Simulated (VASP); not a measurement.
Set up this calculation in VASP 6.6.1, as the native input.

| Quantity | Value |
| --- | --- |
| Task | single point |
| Functional | LDA |
| Potentials or basis | VASP PAW LDA potentials, release 64 (Os) |
| Cutoff | 520 eV |
| k mesh | 13 × 13 × 13 |
| Occupations | fermi-dirac, width 0.05 eV |
| Spin | no spin polarisation |
| Dipole correction | no |
| Further INCAR settings | ALGO = Normal; EDIFF = 1e-06; NBANDS = 15 |

The structure of Os lies in POSCAR:

```
Os
1.0
    0.0000000000      2.1999769119      2.1999769119
    2.1999769119      0.0000000000      2.1999769119
    2.1999769119      2.1999769119      0.0000000000
Os
2
Direct
   -0.1250000000     -0.1250000000     -0.1250000000
    0.1250000000      0.1250000000      0.1250000000
```

This cell differs from its parent crystal: volume scaled by 0.52.

These files were run (other wordings do the same):

INCAR

```
PREC = Accurate ; ENCUT = 520
EDIFF = 1E-6 ; ISMEAR = -1
SIGMA = 0.05 ; LREAL = False
LASPH = True ; NELM = 60
ALGO = Normal ; ISIF = 2
LWAVE = False ; LCHARG = True
LELF = True ; LVHAR = True
NBANDS = 15
```

KPOINTS

```
regular mesh
0
Gamma
  13 13 13
```

Potentials or basis: VASP PAW LDA potentials, release 64 (Os).

The run is started by

```bash
$ cat potpaw_LDA.64/Os/POTCAR > POTCAR
$ mpirun -np 1 vasp_std > vasp.out
```

It gave:

- Pressure: 545.3 GPa
- Band gap on the k mesh: zero (band 8 reaches 16.36 eV, above the bottom of band 9 at 13.22 eV)

Caveat: spin-orbit coupling is left out, which moves the levels of the heavy elements.

Run time: 12 s on 1 thread of Intel(R) Xeon(R) Platinum 8488C (Sapphire Rapids), with other jobs on the host, peak memory 0.14 GiB.
